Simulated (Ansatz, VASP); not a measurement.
# One calculation of CdS, two programs

```
CELL_PARAMETERS angstrom
0.00000 2.79578 3.13999
2.79578 0.00000 3.13999
2.79578 2.79578 0.00000
ATOMIC_POSITIONS crystal
Cd 0.00000 0.00000 0.00000
S 0.25000 0.25000 0.25000
```

Change from the starting cell: epitaxial_xy strain -4.9%.

Alike in both runs: task single point; functional r2SCAN; k mesh 8 × 8 × 8; no spin polarisation.

|  | VASP | Ansatz |
| --- | --- | --- |
| version | VASP 6.6.1 | Ansatz 0.2.0 |
| potentials or method | VASP PAW PBE potentials, release 64 (Cd, S) | plane waves, PAW |
| plane-wave cutoff (eV) | 520 | 500 |
| occupations | gaussian, width 0.01 eV | fixed |
| valence electrons in the cell | 18 | 26 |

Ansatz gave:

| Item | Value |
| --- | --- |
| gap on the k mesh at the Fermi level (eV) | 1.45 |
| pressure (GPa) | 1.8 |
| traceless stress, the component that is largest in VASP (GPa) | -1.76 |

Task: Estimate VASP's values.

Result: gap on the k mesh at the Fermi level (eV): 1.45; pressure (GPa): 2.1; traceless stress, the component that is largest in VASP (GPa): -1.73.

VASP's potentials were made for PBE, not for r2SCAN. VASP's potentials hold 18 valence electrons a cell and Ansatz's 26, so a difference there can come from the potentials and not from the codes.
